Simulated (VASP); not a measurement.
Input of a VASP 6.6.1 run:

The input INCAR:

```
SYSTEM = Ni
PREC = Accurate
ENCUT = 520
EDIFF = 1E-7
ISMEAR = -1
SIGMA = 0.05
LREAL = .False.
LASPH = .True.
NELM = 150
ALGO = Normal
ISIF = 2
LWAVE = .False.
LCHARG = .False.
ISPIN = 2
MAGMOM = 0.68 0.68 0.691 0.691
LORBIT = 11
LMAXMIX = 4
GGA = PE
NBANDS = 32
```

KPOINTS

```
regular mesh
0
Gamma
  19 19 5
  0 0 0
```

POSCAR

```
Ni
1.0
    2.5832049146      0.0000000000      0.0000000000
   -1.2916024573      2.2371210792      0.0000000000
    0.0000000000      0.0000000000      8.4578800118
Ni
4
Direct
    1.0000000000      1.0000000000      0.0000000000
    1.0000000000      1.0000000000      0.5000000000
    0.3333333333      0.6666666667      0.2500000000
    0.6666666667      0.3333333333      0.7500000000
```

Potentials or basis: VASP PAW PBE potentials, release 64 (Ni).

Command:

```sh
$ cat potpaw_PBE.64/Ni/POTCAR > POTCAR
$ mpirun -np 1 vasp_std > vasp.out
```

Problem. What does it give for the net moment?

Solution. 2.66 μB per cell.

Problem. Predict the pressure.

Solution. -16.7 GPa.

Problem. Predict the site moments.

Solution. Ni +0.69 μB.

Stress tensor (GPa, compression positive):
```
-16.75   0.00   0.00
  0.00 -16.75   0.00
  0.00   0.00 -16.53
```

Caveat: the cell stands under tension.
